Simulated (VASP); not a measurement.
# Te2Pb (R-3m) in VASP: notebook, part 2 of 2

VASP 6.6.1. Earlier steps stand in the parts before.

### 3 Single point, PBE (33.34 Å³/atom)

This run uses another cell than the first one, of 33.34 Å³/atom.

INCAR reads:

```
SYSTEM = Te2Pb
PREC = Accurate
ENCUT = 520
EDIFF = 1E-7
ISMEAR = 0
SIGMA = 0.05
LREAL = .FALSE.
LASPH = .TRUE.
NELM = 80
ALGO = Normal
ISIF = 2
LWAVE = .FALSE.
LCHARG = .FALSE.
GGA = PE
NBANDS = 20
```

KPOINTS reads:

```
regular mesh
0
G
  10 10 10
  0 0 0
```

POSCAR reads:

```
Te2Pb
1.0
    2.1541575872      1.2437034628      6.2220536464
   -2.1541575872      1.2437034628      6.2220536464
    0.0000000000     -2.4874069257      6.2220536464
Pb Te
1 2
Direct
    0.0000000000      0.0000000000      0.0000000000
    0.2279122911      0.2279122911      0.2279122911
    0.7720877089      0.7720877089      0.7720877089
```

Potentials or basis: VASP PAW PBE potentials, release 64 (Pb_d, Te).

The run is started by

```console
> cat potpaw_PBE.64/Pb_d/POTCAR potpaw_PBE.64/Te/POTCAR > POTCAR
> mpirun -np 1 vasp_std > vasp.out
```

OUTCAR:

```text
SYSTEM = Te2Pb
   PREC = Accurate
   ENCUT = 520
   EDIFF = 1E-7
   ISMEAR = 0
   LREAL = .FALSE.
   LASPH = .TRUE.
   NELM = 80
   ISIF = 2
   GGA = PE

 ion  position               nearest neighbor table
   1  0.000  0.000  0.000-   3 3.17   2 3.17   3 3.17   3 3.17   2 3.17   2 3.17
   2  0.228  0.228  0.228-   1 3.17   1 3.17   1 3.17   3 3.38   3 3.38   3 3.38
   3  0.772  0.772  0.772-   1 3.17   1 3.17   1 3.17   2 3.38   2 3.38   2 3.38

  LATTYP: Found a trigonal (rhomboedric) cell.
 ALAT       =     6.7008316493
 COS(alpha) =     0.7933061648

  Lattice vectors:

 A1 = (   2.1541575872,   1.2437034628,   6.2220536464)
 A2 = (  -2.1541575872,   1.2437034628,   6.2220536464)
 A3 = (   0.0000000000,  -2.4874069257,   6.2220536464)

Analysis of symmetry for initial positions (statically):
=====================================================================
 Subroutine PRICEL returns:
 Original cell was already a primitive cell.

 Routine SETGRP: Setting up the symmetry group for a
 trigonal (rhombohedral) supercell.

 Subroutine GETGRP returns: Found 12 space group operations
 (whereof 12 operations were pure point group operations)
 out of a pool of 12 trial point group operations.

The static configuration has the point symmetry D_3d.

Analysis of symmetry for dynamics (positions and initial velocities):
=====================================================================
 Subroutine PRICEL returns:
 Original cell was already a primitive cell.

 Routine SETGRP: Setting up the symmetry group for a
 trigonal (rhombohedral) supercell.

 Subroutine GETGRP returns: Found 12 space group operations
 (whereof 12 operations were pure point group operations)
 out of a pool of 12 trial point group operations.

The dynamic configuration has the point symmetry D_3d.

 Subroutine INISYM returns: Found 12 space group operations
 (whereof 12 operations are pure point group operations),
 and found     1 'primitive' translations

[... 114 lines left out ...]
   IMIX   =      4    mixing-type and parameters
     AMIX     =   0.40;   BMIX     =  1.00
     AMIX_MAG =   1.60;   BMIX_MAG =  1.00
  volume/ion in A,a.u.               =      33.34       224.99
  Fermi-wavevector in a.u.,A,eV,Ry     =   1.044815  1.974415 14.852649  1.091639
  Thomas-Fermi vector in A             =   2.179584
   LORBIT       =      0    0 simple, 1 ext, 2 COOP (PROOUT), +10 PAW based schemes
   GGA     = PE    functional components
   LHFCALC =     F    Hartree Fock is set to
   AEXX    =    0.0000 exact exchange contribution
   IVDW    =     0    specifies the selected vdW correction
   LEPSILON=     F    determine dielectric tensor
   LRPA    =     F    only Hartree local field effects (RPA)
 non-spin polarized calculation
 Gauss-broadening in eV      SIGMA  =   0.05
  energy-cutoff  :      520.00
  volume of cell :      100.02
 maximum number of plane-waves:      2714
 NGX is ok and might be reduce to    50
   NGX = 25   NGY = 25   NGZ = 25

 number of electron      26.0000000 magnetization

 Free energy of the ion-electron system (eV)
  ---------------------------------------------------
  ext. energy  EPLUGINS =         0.00000000
  ---------------------------------------------------
  free energy    TOTEN  =        -9.89674190 eV

  energy without entropy =       -9.89325391  energy(sigma->0) =       -9.89499791

 E-fermi :   5.7583     XC(G=0):  -9.3220

 val. band max:        5.7534170255   @ k =  -0.3000   0.5000   0.2000
 cond. band min:       5.7591802156   @ k =  -0.2000   0.2000   0.1000
 fundamental gap:      0.0057631901
 Fermi energy:         5.7583448774

 k-point     1 :       0.0000    0.0000    0.0000
  band No.  band energies     occupation
      1     -10.9529      2.00000
      2     -10.9529      2.00000
      3     -10.9247      2.00000
      4     -10.9124      2.00000
      5     -10.9124      2.00000
      6      -6.7301      2.00000
[... 541 lines left out ...]
     19      12.9876      0.00000
     20      13.4395      0.00000

 [... further k-points ...]

------------------------ aborting loop because EDIFF is reached ----------------------------------------

  FORCE on cell =-STRESS in cart. coord.  units (eV):
  Direction    XX          YY          ZZ          XY          YZ          ZX
  --------------------------------------------------------------------------------------
  -------------------------------------------------------------------------------------
  Total        0.4236087      0.4236087      0.4868431     -0.0000000     -0.0000000      0.0000000
  in kB        6.7857236      6.7857236      7.7986658     -0.0000000     -0.0000000      0.0000000
  external PRESSURE =       7.1233710 kB  Pullay stress =       0.0000000 kB

 VOLUME and BASIS-vectors are now :
 -----------------------------------------------------------------------------
  energy-cutoff  :      520.00
  volume of cell :      100.02
      direct lattice vectors                 reciprocal lattice vectors
     2.154157587  1.243703463  6.222053646     0.232109296  0.134008364  0.053572880
    -2.154157587  1.243703463  6.222053646    -0.232109296  0.134008364  0.053572880
     0.000000000 -2.487406926  6.222053646     0.000000000 -0.268016729  0.053572880

 POSITION                                       TOTAL-FORCE (eV/Angst)
 -----------------------------------------------------------------------------------
      0.00000      0.00000      0.00000        -0.000000     -0.000000      0.000000
      0.00000     -0.00000      4.25425         0.000000      0.000000     -0.003135
      0.00000     -0.00000     14.41191         0.000000     -0.000000      0.003135
 -----------------------------------------------------------------------------------
    total drift:                                0.000000      0.000000      0.000000

  FREE ENERGIE OF THE ION-ELECTRON SYSTEM (eV)
  ---------------------------------------------------
  free  energy   TOTEN  =        -9.8967418993 eV

  energy  without entropy=       -9.8932539136  energy(sigma->0) =       -9.89499791
```

stdout:

```text
POSCAR found type information on POSCAR PbTe
 POSCAR found :  2 types and       3 ions
 scaLAPACK will be used
 LDA part: xc-table for (Slater+PW92), standard interpolation
 POSCAR, INCAR and KPOINTS ok, starting setup
 FFT: planning ... GRIDC
 FFT: planning ... GRID_SOFT
 FFT: planning ... GRID
 WAVECAR not read
 entering main loop
```

Run time: 3.9 min. Hardware: 1 thread of AMD EPYC 9R45 (Zen 5), shared host; peak memory 0.46 GiB.

Results:

| Property | Result |
| --- | --- |
| Free energy | -9.8967 eV |
| Pressure | 0.7 GPa |
| Largest force | 0.003 eV/Å |
| Band gap on the k mesh | zero (bands 13 and 14 overlap by 0.87 eV) |

Forces in eV/Å, atoms in the order of the input:
```
Pb   0.000  0.000  0.000
Te   0.000  0.000 -0.003
Te   0.000  0.000  0.003
```

Stress tensor (GPa, compression positive):
```
0.68 0.00 0.00
0.00 0.68 0.00
0.00 0.00 0.78
```

Levels at points of the mesh, in eV from the Fermi level:
```
           k point  band 10  band 11  band 12  band 13  band 14  band 15  band 16  band 17
(0.00, 0.00, 0.00)    -1.06    -1.06    -0.64    -0.29    -0.29     2.83     2.83     3.23
(0.50, 0.00, 0.00)    -2.72    -2.65    -1.87    -1.48     0.43     2.10     4.50     4.65
(0.50, 0.50, 0.00)    -2.67    -2.39    -1.50     0.17     0.18     2.24     2.74     3.95
(0.50, 0.50, 0.50)    -1.36    -1.36     0.06     0.06     1.61     2.39     3.06     3.06
```

Caveat: spin-orbit coupling is left out, which moves the levels of the heavy elements.
